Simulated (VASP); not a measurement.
B:

```
B
1.0
     1.91475    0.00000    0.00000
     0.00000    1.91475    0.00000
     0.00000    0.00000    1.91475
B
1
Direct
  0.00000 0.00000 0.00000
```

```yaml
Program: VASP 6.6.1
Task: relaxation of cell and atoms
Functional: PBE
Potentials_or_basis: VASP PAW PBE potentials, release 64 (B)
Cutoff: 600 eV
k_mesh: 22 × 22 × 22
Occupations: fermi-dirac, width 0.05 eV
Spin: no spin polarisation
```

At the start: pressure -10.4 GPa; volume 7.02 Å³/atom.

How do energy, volume and symmetry change on relaxing?

Over 3 steps the energy falls by 11.1 meV/atom and the volume is 6.69 Å³/atom (-4.7 %); space group Pm-3m (No. 221, to 0.05 Å).

Step by step:
```csv
step,energy change (eV),largest force (eV/Å),pressure (GPa),volume (Å³)
1,0.0000,0.0000,-10.37,7.02
2,-0.0095,0.0000,4.46,6.57
3,-0.0111,0.0000,0.02,6.69
```

Final structure:
```
B
1.0
     1.88418    0.00000    0.00000
     0.00000    1.88418    0.00000
     0.00000    0.00000    1.88418
B
1
Cartesian
  0.0000 0.0000 0.0000
```
